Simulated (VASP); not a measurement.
# CsCl (Pm-3m) in VASP: density of states with PBE

Aim: the density of states of CsCl with PBE.

Program: VASP 6.6.1. These are calculated values, not measurements. Logs are shortened: lines on timing, memory, paths and dates and some standing lists are left out, and cuts for length are marked.

### Step 1. The cell of the first run

It takes space group Pm-3m (No. 221, cubic). Conventional cell: a = 4.219 Å, b = 4.219 Å, c = 4.219 Å, α = 90.00°, β = 90.00°, γ = 90.00°. Within 4.8 Å of Cs (site symmetry m-3m) lie 8 Cl at 3.65 Å and 6 Cs at 4.22 Å. Within 4.8 Å of Cl (site symmetry m-3m) lie 8 Cs at 3.65 Å and 6 Cl at 4.22 Å.

### Step 2. Density of states, PBE

Contents of POSCAR:

```
CsCl
1.0
    4.2189960000      0.0000000000      0.0000000000
    0.0000000000      4.2189960000      0.0000000000
    0.0000000000      0.0000000000      4.2189960000
Cs Cl
1 1
Direct
    0.0000000000      0.0000000000      0.0000000000
    0.5000000000      0.5000000000      0.5000000000
```

Contents of INCAR.step1:

```
ALGO = Normal
EDIFF = 1E-6
ENCUT = 400
GGA = PE
GGA_COMPAT = F
ISIF = 2
ISMEAR = -1
LASPH = T
LCHARG = T
LORBIT = 11
LREAL = F
LWAVE = F
NBANDS = 15
NEDOS = 2001
NELM = 120
PREC = Accurate
SIGMA = 0.1
```

Contents of KPOINTS.step1:

```
k-points
0
Gamma
  6 6 6
```

Contents of INCAR.step2:

```
ALGO = Normal
EDIFF = 1E-6
ENCUT = 400
GGA = PE
GGA_COMPAT = F
ICHARG = 11
ISIF = 2
ISMEAR = -5
LASPH = T
LCHARG = F
LORBIT = 11
LREAL = F
LWAVE = F
NBANDS = 15
NEDOS = 2001
NELM = 120
PREC = Accurate
SIGMA = 0.1
```

Contents of KPOINTS.step2:

```
k-points
0
Gamma
  9 9 9
```

Potentials or basis: VASP PAW PBE potentials, release 64 (Cs_sv, Cl).

Started as:

```sh
> cat potpaw_PBE.64/Cs_sv/POTCAR potpaw_PBE.64/Cl/POTCAR > POTCAR
> cp INCAR.step1 INCAR
> cp KPOINTS.step1 KPOINTS
> mpirun -np 1 vasp_std > vasp.out
> cp INCAR.step2 INCAR
> cp KPOINTS.step2 KPOINTS
> mpirun -np 1 vasp_std > vasp.out
```

OUTCAR:

```text
EDIFF = 1E-6
   ENCUT = 400
   GGA = PE
   ICHARG = 11
   ISIF = 2
   ISMEAR = -5
   LASPH = T
   LORBIT = 11
   LREAL = F
   NELM = 120
   PREC = Accurate

 ion  position               nearest neighbor table
   1  0.000  0.000  0.000-
   2  0.500  0.500  0.500-

  LATTYP: Found a simple cubic cell.
 ALAT       =     4.2189960000

  Lattice vectors:

 A1 = (   4.2189960000,   0.0000000000,   0.0000000000)
 A2 = (   0.0000000000,   4.2189960000,   0.0000000000)
 A3 = (   0.0000000000,   0.0000000000,   4.2189960000)

Analysis of symmetry for initial positions (statically):
=====================================================================
 Subroutine PRICEL returns:
 Original cell was already a primitive cell.

 Routine SETGRP: Setting up the symmetry group for a
 simple cubic supercell.

 Subroutine GETGRP returns: Found 48 space group operations
 (whereof 48 operations were pure point group operations)
 out of a pool of 48 trial point group operations.

The static configuration has the point symmetry O_h .

Analysis of symmetry for dynamics (positions and initial velocities):
=====================================================================
 Subroutine PRICEL returns:
 Original cell was already a primitive cell.

 Routine SETGRP: Setting up the symmetry group for a
 simple cubic supercell.

 Subroutine GETGRP returns: Found 48 space group operations
 (whereof 48 operations were pure point group operations)
 out of a pool of 48 trial point group operations.

The dynamic configuration has the point symmetry O_h .

 Subroutine INISYM returns: Found 48 space group operations
 (whereof 48 operations are pure point group operations),
 and found     1 'primitive' translations

----------------------------------------------------------------------------------------

                                     Primitive cell

  volume of cell :      75.0978

  direct lattice vectors                    reciprocal lattice vectors
     4.218996000  0.000000000  0.000000000     0.237023216  0.000000000  0.000000000
     0.000000000  4.218996000  0.000000000     0.000000000  0.237023216  0.000000000
     0.000000000  0.000000000  4.218996000     0.000000000  0.000000000  0.237023216

  length of vectors
     4.218996000  4.218996000  4.218996000     0.237023216  0.237023216  0.237023216

  position of ions in fractional coordinates (direct lattice)
     0.000000000  0.000000000  0.000000000
     0.500000000  0.500000000  0.500000000

  ion indices of the primitive-cell ions
   primitive index   ion index
                 1           1
                 2           2

----------------------------------------------------------------------------------------

 KPOINTS: k-points

Automatic generation of k-mesh.
 Grid dimensions read from file:
 generate k-points for:    9    9    9

 Generating k-lattice:

  Cartesian coordinates                     Fractional coordinates (reciprocal lattice)
     0.026335913  0.000000000  0.000000000     0.111111111  0.000000000  0.000000000
     0.000000000  0.026335913  0.000000000     0.000000000  0.111111111  0.000000000
     0.000000000  0.000000000  0.026335913     0.000000000  0.000000000  0.111111111

  Length of vectors
     0.026335913  0.026335913  0.026335913

  Shift w.r.t. Gamma in fractional coordinates (k-lattice)
     0.000000000  0.000000000  0.000000000

 TETIRR: Found    353 inequivalent tetrahedra from     4374

 Subroutine IBZKPT returns following result:
 ===========================================

 Found     35 irreducible k-points:

 Following reciprocal coordinates:
            Coordinates               Weight
  0.000000  0.000000  0.000000      1.000000
  0.111111  0.000000  0.000000      6.000000
  0.222222  0.000000  0.000000      6.000000
  0.333333  0.000000  0.000000      6.000000
  0.444444  0.000000  0.000000      6.000000
  0.111111  0.111111  0.000000     12.000000
[... 16 lines left out ...]
  0.333333  0.333333  0.111111     24.000000
  0.444444  0.333333  0.111111     48.000000
 [... further k-points ...]
   k-points           NKPTS =     35   k-points in BZ     NKDIM =     35   number of bands    NBANDS=     15
   number of dos      NEDOS =   2001   number of ions     NIONS =      2
   total plane-waves  NPLWV =  21952
   dimension x,y,z NGX =    28 NGY =   28 NGZ =   28
   dimension x,y,z NGXF=    56 NGYF=   56 NGZF=   56
   ions per type =               1   1
   NGX,Y,Z   is equivalent  to a cutoff of  11.03, 11.03, 11.03 a.u.
   NGXF,Y,Z  is equivalent  to a cutoff of  22.07, 22.07, 22.07 a.u.
 SYSTEM =  unknown system
   PREC   = accura    normal or accurate (medium, high low for compatibility)
   ISTART =      0    job   : 0-new  1-cont  2-samecut
   ICHARG =     11    charge: 1-file 2-atom 10-const
   ISPIN  =      1    spin polarized calculation?
   LNONCOLLINEAR =      F non collinear calculations
   LSORBIT =      F    spin-orbit coupling
   LASPH  =      T    aspherical Exc in radial PAW
   ENCUT  =  400.0 eV  29.40 Ry    5.42 a.u.   6.88  6.88  6.88*2*pi/ulx,y,z
   NELM   =    120;   NELMIN=  2; NELMDL=  0     # of ELM steps
   EDIFF  = 0.1E-05   stopping-criterion for ELM
   LREAL  =      F    real-space projection
   EDIFFG = 0.1E-04   stopping-criterion for IOM
   NSW    =      0    number of steps for IOM
   IBRION =     -1    ionic relax: 0-MD 1-quasi-New 2-CG
   NFREE  =      0    steps in history (QN), initial steepest desc. (CG)
   ISIF   =      2    stress and relaxation
   ISYM   =      2    0-nonsym 1-usesym 2-fastsym
   POTIM  = 0.5000    time-step for ionic-motion
   TEBEG  =    0.0;   TEEND  =   0.0 temperature during run
   PSTRESS=    0.0 pullay stress
   NELECT =      16.0000    total number of electrons
   NUPDOWN=      -1.0000    fix difference up-down
   EMIN   =  10.00;   EMAX   =-10.00  energy-range for DOS
   EFERMI =   0.00;   METHOD = LEGACY
   ISMEAR =    -5;   SIGMA  =   0.10  broadening in eV -4-tet -1-fermi 0-gaus
   EFERMI_NEDOS =   21; number of points for ismear=-14 and -15
   IALGO  =     38    algorithm
   IMIX   =      4    mixing-type and parameters
     AMIX     =   0.40;   BMIX     =  1.00
     AMIX_MAG =   1.60;   BMIX_MAG =  1.00
  volume/ion in A,a.u.               =      37.55       253.39
  Fermi-wavevector in a.u.,A,eV,Ry     =   0.977775  1.847727 13.007775  0.956044
  Thomas-Fermi vector in A             =   2.108499
   LORBIT       =     11    0 simple, 1 ext, 2 COOP (PROOUT), +10 PAW based schemes
   GGA     = PE    functional components
   LHFCALC =     F    Hartree Fock is set to
   AEXX    =    0.0000 exact exchange contribution
   IVDW    =     0    specifies the selected vdW correction
   LEPSILON=     F    determine dielectric tensor
   LRPA    =     F    only Hartree local field effects (RPA)
 non-spin polarized calculation
 Fermi weights with tetrahedron method with Bloechl corrections
  energy-cutoff  :      400.00
  volume of cell :       75.10
 maximum number of plane-waves:      1385
 NGX is ok and might be reduce to    28

 number of electron      16.0000000 magnetization

 Free energy of the ion-electron system (eV)
  ---------------------------------------------------
  ext. energy  EPLUGINS =         0.00000000
  ---------------------------------------------------
  free energy    TOTEN  =        -6.54113366 eV

  energy without entropy =       -6.54113366  energy(sigma->0) =       -6.54113366

 E-fermi :  -0.6561     XC(G=0):  -7.9458

 val. band max:       -0.6593841667   @ k =   0.0000   0.0000   0.0000
 cond. band min:       4.2977713079   @ k =   0.0000   0.0000   0.0000
 fundamental gap:      4.9571554746
 Fermi energy:        -0.6561322746

 k-point     1 :       0.0000    0.0000    0.0000
  band No.  band energies     occupation
      1     -20.1442      2.00000
      2     -12.7510      2.00000
      3      -6.6763      2.00000
      4      -6.6763      2.00000
      5      -6.6763      2.00000
      6      -0.6594      2.00000
      7      -0.6594      2.00000
      8      -0.6594      2.00000
      9       4.2978      0.00000
     10       4.7827      0.00000
     11       4.7827      0.00000
     12       9.1128      0.00000
     13       9.1128      0.00000
     14       9.1128      0.00000
     15      12.2837      0.00000

 k-point     2 :       0.1111    0.0000    0.0000
  band No.  band energies     occupation
      1     -20.1371      2.00000
      2     -12.7532      2.00000
      3      -6.7371      2.00000
      4      -6.6640      2.00000
      5      -6.6640      2.00000
      6      -0.8083      2.00000
      7      -0.6795      2.00000
      8      -0.6795      2.00000
      9       4.5724      0.00000
     10       4.8600      0.00000
     11       5.0483      0.00000
     12       9.0060      0.00000
     13       9.0060      0.00000
     14       9.1765      0.00000
     15      11.5301      0.00000

 k-point     3 :       0.2222    0.0000    0.0000
  band No.  band energies     occupation
      1     -20.1192      2.00000
      2     -12.7595      2.00000
      3      -6.8831      2.00000
      4      -6.6322      2.00000
      5      -6.6322      2.00000
      6      -1.1433      2.00000
      7      -0.7314      2.00000
      8      -0.7314      2.00000
      9       5.0800      0.00000
     10       5.2422      0.00000
     11       5.7934      0.00000
     12       8.7935      0.00000
     13       8.7935      0.00000
     14       9.3541      0.00000
     15      10.3487      0.00000

 k-point     4 :       0.3333    0.0000    0.0000
  band No.  band energies     occupation
      1     -20.0986      2.00000
      2     -12.7677      2.00000
      3      -7.0366      2.00000
      4      -6.5954      2.00000
      5      -6.5954      2.00000
      6      -1.4727      2.00000
      7      -0.7924      2.00000
      8      -0.7924      2.00000
      9       5.3940      0.00000
     10       5.9965      0.00000
     11       6.8306      0.00000
     12       8.6284      0.00000
     13       8.6284      0.00000
     14       9.3292      0.00000
     15       9.5952      0.00000
[... 307 lines left out ...]
 k-point    22 :       0.4444    0.2222    0.1111
  band No.  band energies     occupation
      1     -20.0570      2.00000
      2     -12.7240      2.00000
      3      -7.1978      2.00000
      4      -6.8860      2.00000
      5      -6.6303      2.00000
      6      -1.3794      2.00000
      7      -1.0243      2.00000
      8      -0.7824      2.00000
      9       5.9885      0.00000
     10       6.3647      0.00000
     11       7.1365      0.00000
     12       7.7156      0.00000
     13       8.2169      0.00000
     14       9.2012      0.00000
     15      10.7210      0.00000

 k-point    23 :       0.3333    0.3333    0.1111
  band No.  band energies     occupation
      1     -20.0512      2.00000
      2     -12.7074      2.00000
      3      -7.1455      2.00000
      4      -7.0624      2.00000
      5      -6.6212      2.00000
      6      -1.2463      2.00000
      7      -1.0406      2.00000
      8      -0.8184      2.00000
      9       5.7909      0.00000
     10       6.1302      0.00000
     11       7.5244      0.00000
     12       7.8332      0.00000
     13       8.0626      0.00000
     14       8.6672      0.00000
     15      11.0928      0.00000

 k-point    24 :       0.4444    0.3333    0.1111
  band No.  band energies     occupation
      1     -20.0391      2.00000
      2     -12.6920      2.00000
      3      -7.2409      2.00000
      4      -7.1209      2.00000
      5      -6.6019      2.00000
      6      -1.2382      2.00000
      7      -1.0914      2.00000
      8      -0.7942      2.00000
      9       5.7384      0.00000
     10       5.8950      0.00000
     11       7.4407      0.00000
     12       7.5690      0.00000
     13       8.5476      0.00000
     14       9.6984      0.00000
     15      11.2408      0.00000

 [... further k-points ...]

------------------------ aborting loop because EDIFF is reached ----------------------------------------

  FORCE on cell =-STRESS in cart. coord.  units (eV):
  Direction    XX          YY          ZZ          XY          YZ          ZX
  --------------------------------------------------------------------------------------
  -------------------------------------------------------------------------------------
  Total       -0.0581748     -0.0581748     -0.0581748     -0.0000000     -0.0000000      0.0000000
  in kB       -1.2411328     -1.2411328     -1.2411328     -0.0000000     -0.0000000      0.0000000
  external PRESSURE =      -1.2411328 kB  Pullay stress =       0.0000000 kB

 VOLUME and BASIS-vectors are now :
 -----------------------------------------------------------------------------
  energy-cutoff  :      400.00
  volume of cell :       75.10
      direct lattice vectors                 reciprocal lattice vectors
     4.218996000  0.000000000  0.000000000     0.237023216  0.000000000  0.000000000
     0.000000000  4.218996000  0.000000000     0.000000000  0.237023216  0.000000000
     0.000000000  0.000000000  4.218996000     0.000000000  0.000000000  0.237023216

 POSITION                                       TOTAL-FORCE (eV/Angst)
 -----------------------------------------------------------------------------------
      0.00000      0.00000      0.00000         0.000000      0.000000      0.000000
      2.10950      2.10950      2.10950         0.000000      0.000000      0.000000
 -----------------------------------------------------------------------------------
    total drift:                                0.000000      0.000000      0.000000

  FREE ENERGIE OF THE ION-ELECTRON SYSTEM (eV)
  ---------------------------------------------------
  free  energy   TOTEN  =        -6.5411336643 eV

  energy  without entropy=       -6.5411336643  energy(sigma->0) =       -6.54113366

 total charge

# of ion       s       p       d       tot
------------------------------------------
    1        1.842   4.711   0.025   6.578
    2        1.590   3.540   0.000   5.130
--------------------------------------------------
tot          3.432   8.251   0.025  11.708
```

Run time: 22 s. Hardware: 1 thread of Intel Xeon 8259CL, shared host; peak memory 0.16 GiB.

What came out:

```yaml
Valence_electrons_inside_the_program's_atomic_spheres: Cs 6.58; Cl 5.13
```

Caveat: spin-orbit coupling is left out, which moves the levels of the heavy elements.
